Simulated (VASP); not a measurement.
# Zr (P6_3/mmc) in VASP: further runs

Zr is run at these levels: PBEsol; tasks: electric field gradients.

Everything below comes from runs of VASP 6.6.1. Logs are shortened: lines on timing, memory, paths and dates and some standing lists are left out, and cuts for length are marked.

## (1) The cell of the first run

The structure is hexagonal, space group P6_3/mmc (No. 194). Conventional cell: a = 3.232 Å, b = 3.232 Å, c = 5.044 Å, α = 90.00°, β = 90.00°, γ = 120.00°. Zr (site symmetry -6m2) has 12 Zr at 3.14 to 3.23 Å within 4.1 Å.

## (2) Electric field gradients, PBEsol (zz strain of -2 %)

Contents of INCAR:

```
SYSTEM = Zr
PREC = Accurate
ENCUT = 520
EDIFF = 1E-8
ISMEAR = -1
SIGMA = 0.08
LREAL = .FALSE.
LASPH = .TRUE.
NELM = 100
ALGO = Normal
ISIF = 2
LWAVE = .FALSE.
LCHARG = .FALSE.
GGA = PS
LEFG = .TRUE.
NBANDS = 19
```

Contents of KPOINTS:

```
regular mesh
0
G
  13 13 7
  0 0 0
```

Contents of POSCAR:

```
Zr
1.0
    3.2319982225      0.0000000000      0.0000000000
   -1.6159991112      2.7989925656      0.0000000000
    0.0000000000      0.0000000000      5.0440600000
Zr
2
Direct
    0.3333333333      0.6666666667      0.2500000000
    0.6666666667      0.3333333333      0.7500000000
```

Potentials or basis: VASP PAW PBE potentials, release 64 (Zr_sv).

On the command line:

```bash
cat potpaw_PBE.64/Zr_sv/POTCAR > POTCAR
mpirun -np 1 vasp_std > vasp.out
```

OUTCAR:

```text
SYSTEM = Zr
   PREC = Accurate
   ENCUT = 520
   EDIFF = 1E-8
   ISMEAR = -1
   LREAL = .FALSE.
   LASPH = .TRUE.
   NELM = 100
   ISIF = 2
   GGA = PS

 ion  position               nearest neighbor table
   1  0.333  0.667  0.250-   2 3.14   2 3.14   2 3.14   2 3.14   2 3.14   2 3.14
   2  0.667  0.333  0.750-   1 3.14   1 3.14   1 3.14   1 3.14   1 3.14   1 3.14

  LATTYP: Found a hexagonal cell.
 ALAT       =     3.2319982225
 C/A-ratio  =     1.5606629870

  Lattice vectors:

 A1 = (   3.2319982225,   0.0000000000,   0.0000000000)
 A2 = (  -1.6159991112,   2.7989925656,   0.0000000000)
 A3 = (   0.0000000000,   0.0000000000,   5.0440600000)

Analysis of symmetry for initial positions (statically):
=====================================================================
 Subroutine PRICEL returns:
 Original cell was already a primitive cell.

 Routine SETGRP: Setting up the symmetry group for a
 hexagonal supercell.

 Subroutine GETGRP returns: Found 24 space group operations
 (whereof 12 operations were pure point group operations)
 out of a pool of 24 trial point group operations.

The static configuration has the point symmetry D_3d.
 The point group associated with its full space group is D_6h.

Analysis of symmetry for dynamics (positions and initial velocities):
=====================================================================
 Subroutine PRICEL returns:
 Original cell was already a primitive cell.

 Routine SETGRP: Setting up the symmetry group for a
 hexagonal supercell.

 Subroutine GETGRP returns: Found 24 space group operations
 (whereof 12 operations were pure point group operations)
 out of a pool of 24 trial point group operations.

The dynamic configuration has the point symmetry D_3d.
 The point group associated with its full space group is D_6h.

 Subroutine INISYM returns: Found 24 space group operations
 (whereof 12 operations are pure point group operations),
 and found     1 'primitive' translations

----------------------------------------------------------------------------------------

                                     Primitive cell

  volume of cell :      45.6303

  direct lattice vectors                    reciprocal lattice vectors
     3.231998223  0.000000000  0.000000000     0.309406111  0.178635701  0.000000000
    -1.615999111  2.798992566  0.000000000     0.000000000  0.357271403  0.000000000
     0.000000000  0.000000000  5.044060000     0.000000000  0.000000000  0.198252995

  length of vectors
     3.231998223  3.231998222  5.044060000     0.357271403  0.357271403  0.198252995

  position of ions in fractional coordinates (direct lattice)
     0.333333333  0.666666667  0.250000000
     0.666666667  0.333333333  0.750000000

  ion indices of the primitive-cell ions
   primitive index   ion index
                 1           1
                 2           2

----------------------------------------------------------------------------------------

 KPOINTS: regular mesh

Automatic generation of k-mesh.
 Grid dimensions read from file:
 generate k-points for:   13   13    7

 Generating k-lattice:

  Cartesian coordinates                     Fractional coordinates (reciprocal lattice)
     0.023800470  0.013741208  0.000000000     0.076923077 -0.000000000  0.000000000
     0.000000000  0.027482416  0.000000000     0.000000000  0.076923077  0.000000000
     0.000000000  0.000000000  0.028321856     0.000000000  0.000000000  0.142857143

  Length of vectors
     0.027482416  0.027482416  0.028321856

  Shift w.r.t. Gamma in fractional coordinates (k-lattice)
     0.000000000  0.000000000  0.000000000

 Subroutine IBZKPT returns following result:
 ===========================================

 Found     84 irreducible k-points:

 Following reciprocal coordinates:
            Coordinates               Weight
  0.000000  0.000000  0.000000      1.000000
  0.076923  0.000000  0.000000      6.000000
  0.153846  0.000000  0.000000      6.000000
  0.230769  0.000000  0.000000      6.000000
  0.307692  0.000000  0.000000      6.000000
  0.384615  0.000000  0.000000      6.000000
[... 16 lines left out ...]
  0.076923  0.000000  0.142857     12.000000
  0.153846  0.000000  0.142857     12.000000
 [... further k-points ...]
   k-points           NKPTS =     84   k-points in BZ     NKDIM =     84   number of bands    NBANDS=     19
   number of dos      NEDOS =    301   number of ions     NIONS =      2
   total plane-waves  NPLWV =  23040
   dimension x,y,z NGX =    24 NGY =   24 NGZ =   40
   dimension x,y,z NGXF=    48 NGYF=   48 NGZF=   80
   ions per type =               2
   NGX,Y,Z   is equivalent  to a cutoff of  12.35, 12.35, 13.18 a.u.
   NGXF,Y,Z  is equivalent  to a cutoff of  24.69, 24.69, 26.37 a.u.
 SYSTEM =  Zr
   PREC   = accura    normal or accurate (medium, high low for compatibility)
   ISTART =      0    job   : 0-new  1-cont  2-samecut
   ICHARG =      2    charge: 1-file 2-atom 10-const
   ISPIN  =      1    spin polarized calculation?
   LNONCOLLINEAR =      F non collinear calculations
   LSORBIT =      F    spin-orbit coupling
   LASPH  =      T    aspherical Exc in radial PAW
   ENCUT  =  520.0 eV  38.22 Ry    6.18 a.u.   6.01  6.01  9.38*2*pi/ulx,y,z
   NELM   =    100;   NELMIN=  2; NELMDL= -5     # of ELM steps
   EDIFF  = 0.1E-07   stopping-criterion for ELM
   LREAL  =      F    real-space projection
   EDIFFG = 0.1E-06   stopping-criterion for IOM
   NSW    =      0    number of steps for IOM
   IBRION =     -1    ionic relax: 0-MD 1-quasi-New 2-CG
   NFREE  =      0    steps in history (QN), initial steepest desc. (CG)
   ISIF   =      2    stress and relaxation
   ISYM   =      2    0-nonsym 1-usesym 2-fastsym
   POTIM  = 0.5000    time-step for ionic-motion
   TEBEG  =    0.0;   TEEND  =   0.0 temperature during run
   PSTRESS=    0.0 pullay stress
   NELECT =      24.0000    total number of electrons
   NUPDOWN=      -1.0000    fix difference up-down
   EMIN   =  10.00;   EMAX   =-10.00  energy-range for DOS
   EFERMI =   0.00;   METHOD = LEGACY
   ISMEAR =    -1;   SIGMA  =   0.08  broadening in eV -4-tet -1-fermi 0-gaus
   EFERMI_NEDOS =   21; number of points for ismear=-14 and -15
   IALGO  =     38    algorithm
   IMIX   =      4    mixing-type and parameters
     AMIX     =   0.40;   BMIX     =  1.00
     AMIX_MAG =   1.60;   BMIX_MAG =  1.00
  volume/ion in A,a.u.               =      22.82       153.96
  Fermi-wavevector in a.u.,A,eV,Ry     =   1.321481  2.497237 23.760013  1.746312
  Thomas-Fermi vector in A             =   2.451232
   LORBIT       =      0    0 simple, 1 ext, 2 COOP (PROOUT), +10 PAW based schemes
   GGA     = PS    functional components
   LHFCALC =     F    Hartree Fock is set to
   AEXX    =    0.0000 exact exchange contribution
   IVDW    =     0    specifies the selected vdW correction
   LEPSILON=     F    determine dielectric tensor
   LRPA    =     F    only Hartree local field effects (RPA)
 non-spin polarized calculation
  energy-cutoff  :      520.00
  volume of cell :       45.63
 maximum number of plane-waves:      1246
   NGX = 13   NGY = 13   NGZ = 19

 number of electron      24.0000000 magnetization

 Free energy of the ion-electron system (eV)
  ---------------------------------------------------
  ext. energy  EPLUGINS =         0.00000000
  ---------------------------------------------------
  free energy    TOTEN  =       -18.17354775 eV

  energy without entropy =      -18.12902229  energy(sigma->0) =      -18.15128502

 E-fermi :   9.0896     XC(G=0): -11.2944

 val. band max:        9.0274020872   @ k =   0.3077   0.3077   0.4286
 cond. band min:       9.0903859222   @ k =   0.3846   0.2308   0.2857
 fundamental gap:      0.0629838351
 Fermi energy:         9.0896432563

 k-point     1 :       0.0000    0.0000    0.0000
  band No.  band energies     occupation
      1     -39.6112      2.00000
      2     -39.4282      2.00000
      3     -18.2232      2.00000
      4     -17.2913      2.00000
      5     -17.2913      2.00000
      6     -17.1227      2.00000
[... 11 lines left out ...]
     18      11.1114      0.00000
     19      13.6059      0.00000
[... 485 lines left out ...]
 k-point    24 :       0.1538    0.0000    0.1429
  band No.  band energies     occupation
      1     -39.5759      2.00000
      2     -39.4274      2.00000
      3     -18.1065      2.00000
      4     -17.4306      2.00000
      5     -17.3328      2.00000
      6     -17.3234      2.00000
[... 11 lines left out ...]
     18      11.4652      0.00000
     19      13.9799      0.00000

 [... further k-points ...]

------------------------ aborting loop because EDIFF is reached ----------------------------------------

  FORCE on cell =-STRESS in cart. coord.  units (eV):
  Direction    XX          YY          ZZ          XY          YZ          ZX
  --------------------------------------------------------------------------------------
  -------------------------------------------------------------------------------------
  Total       -0.6092830     -0.6092830      0.1449675     -0.0000000     -0.0000000      0.0000000
  in kB      -21.3932401    -21.3932401      5.0901199     -0.0000000     -0.0000000      0.0000000
  external PRESSURE =     -12.5654534 kB  Pullay stress =       0.0000000 kB

 VOLUME and BASIS-vectors are now :
 -----------------------------------------------------------------------------
  energy-cutoff  :      520.00
  volume of cell :       45.63
      direct lattice vectors                 reciprocal lattice vectors
     3.231998223  0.000000000  0.000000000     0.309406111  0.178635701  0.000000000
    -1.615999111  2.798992566  0.000000000     0.000000000  0.357271403  0.000000000
     0.000000000  0.000000000  5.044060000     0.000000000  0.000000000  0.198252995

 POSITION                                       TOTAL-FORCE (eV/Angst)
 -----------------------------------------------------------------------------------
     -0.00000      1.86600      1.26101        -0.000000      0.000000      0.000000
      1.61600      0.93300      3.78304         0.000000      0.000000      0.000000
 -----------------------------------------------------------------------------------
    total drift:                               -0.000000      0.000000     -0.000000

  FREE ENERGIE OF THE ION-ELECTRON SYSTEM (eV)
  ---------------------------------------------------
  free  energy   TOTEN  =       -18.1735477478 eV

  energy  without entropy=      -18.1290222916  energy(sigma->0) =      -18.15128502

 Electric field gradients (V/A^2)
---------------------------------------------------------------------
 ion       V_xx      V_yy      V_zz      V_xy      V_xz      V_yz
---------------------------------------------------------------------
   1     -27.086   -27.086    54.173     0.000     0.000    -0.000
   2     -27.086   -27.086    54.173     0.000    -0.000     0.000
---------------------------------------------------------------------

 Electric field gradients after diagonalization (V/A^2)
 (convention: |V_zz| > |V_xx| > |V_yy|)
----------------------------------------------------------------------
 ion       V_xx      V_yy      V_zz     asymmetry (V_yy - V_xx)/ V_zz
----------------------------------------------------------------------
   1     -27.086   -27.086    54.173       0.000
   2     -27.086   -27.086    54.173       0.000
----------------------------------------------------------------------

           NMR quadrupolar parameters

 Cq : quadrupolar parameter    Cq=e*Q*V_zz/h
 eta: asymmetry parameters     (V_yy - V_xx)/ V_zz
 Q  : nuclear electric quadrupole moment in mb (millibarn)
----------------------------------------------------------------------
 ion       Cq(MHz)       eta       Q (mb)
----------------------------------------------------------------------
   1       0.131       0.000       1.000
   2       0.131       0.000       1.000
----------------------------------------------------------------------
```

It took 55 s on 1 thread of Intel Xeon Platinum 8259CL at 2.50GHz (Skylake/Cascade Lake), shared host; peak memory 0.19 GiB.

What came out:

```
Free energy                             : -18.1735 eV
Pressure                                : -1.3 GPa
Band gap on the k mesh                  : zero (bands 12 and 13 overlap by 1.19 eV)
Largest electric field gradient by atom : Zr +54.2 V/Å²
```

Levels at points of the mesh, in eV from the Fermi level:
```tsv
k point	band 9	band 10	band 11	band 12	band 13	band 14	band 15	band 16
(0.00, 0.00, 0.00)	-5.71	-3.09	0.82	0.82	1.20	1.44	1.59	1.59
```

Electric field gradients, principal values (V/Å²):
```
atom    least   middle  greatest (by size)
1 Zr  -27.086  -27.086              54.173
2 Zr  -27.086  -27.086              54.173
```

Caveat: the cell differs from its parent crystal (zz strain of -2 %); without QUAD_EFG the Cq values of the log hold for a quadrupole moment of 1 mb, not for the nuclei; the PAW data sets were made with another functional, which shifts forces and pressure a little.

[end of part 1 of 2]
